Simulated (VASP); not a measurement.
**Cd: single point with LDA**

Crystal: Cd.

```
CELL_PARAMETERS angstrom
-1.64739 1.64739 1.64739
1.64739 -1.64739 1.64739
1.64739 1.64739 -1.64739
ATOMIC_POSITIONS crystal
Cd 0.00000 0.00000 0.00000
```

This isn't the form of Cd at room conditions, which is hcp.

```yaml
Program: VASP 6.6.1
Task: single point
Functional: LDA
Potentials_or_basis: VASP PAW LDA potentials, release 64 (Cd_sv_GW)
Cutoff: 630 eV
k_mesh: 14 × 14 × 14
Occupations: fermi-dirac, width 0.1 eV
Spin: no spin polarisation
```

The pressure is 11.5 GPa. The band gap on the k mesh is zero (bands 10 and 11 overlap by 3.97 eV).

Levels at points of the mesh, in eV from the Fermi level:
```tsv
k point	band 6	band 7	band 8	band 9	band 10	band 11	band 12	band 13	band 14	band 15
(0.00, 0.00, 0.00)	-10.14	-10.14	-10.14	-9.16	-9.16	15.13	15.13	15.13	19.04	19.04
(0.50, 0.00, 0.00)	-10.65	-9.21	-9.10	-8.47	-3.18	-0.67	10.19	10.29	15.38	16.51
(0.50, 0.50, 0.50)	-10.97	-8.64	-8.64	-8.64	3.30	3.30	3.30	7.65	9.03	9.03
```

Wall time 18 s on 1 thread of Intel(R) Xeon(R) Platinum 8259CL CPU @ 2.50GHz (Skylake/Cascade Lake) (shared host), peak memory 0.17 GiB.

Caveat: the cell stands under pressure.
